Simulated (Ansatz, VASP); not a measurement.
Two plane-wave programs on Cs2LaSb2

```
Cs Sb La
1.0
     5.37317    0.00000    0.00000
    -2.68658    4.65330    0.00000
     0.00000    0.00000    8.83969
Cs Sb La
2 2 1
Direct
  0.33330 0.66670 0.63080
  0.66670 0.33330 0.36920
  0.66670 0.33330 0.74710
  0.33330 0.66670 0.25290
  0.00000 0.00000 0.00000
```

Alike in both runs: task single point; functional r2SCAN; k mesh 4 × 4 × 2; no spin polarisation.

|  | VASP | Ansatz |
| --- | --- | --- |
| version | VASP 6.6.1 | Ansatz 0.2.0 |
| potentials or method | VASP PAW PBE potentials, release 64 (Cs_sv, Sb, La), cutoff 520 eV | PAW plane waves |
| occupations | fermi-dirac, width 0.1 eV | fermi-dirac |
| valence electrons in the cell | 39 | 59 |

|  | VASP | Ansatz | Ansatz less VASP |
| --- | --- | --- | --- |
| gap on the k mesh at the Fermi level (eV) | none | none | - |
| pressure (GPa) | 3.0 | 2.9 | -0.11 |
| traceless stress, the component that is largest in VASP (GPa) | -0.35 | -0.37 | -0.023 |
| rms of the force components (eV/Å) | 1.190 | 1.180 | -0.0102 |

VASP's potentials were made for PBE, not for r2SCAN. Atom by atom the forces differ by 0.011 eV/Å (rms over components). A gap of «none» marks a metal or a gap that the smearing closes. VASP's potentials hold 39 valence electrons a cell and Ansatz's 59, so a difference there can come from the potentials and not from the codes. Ansatz's warnings: structure snapped to symmetry.

Neither program's run includes spin-orbit coupling.
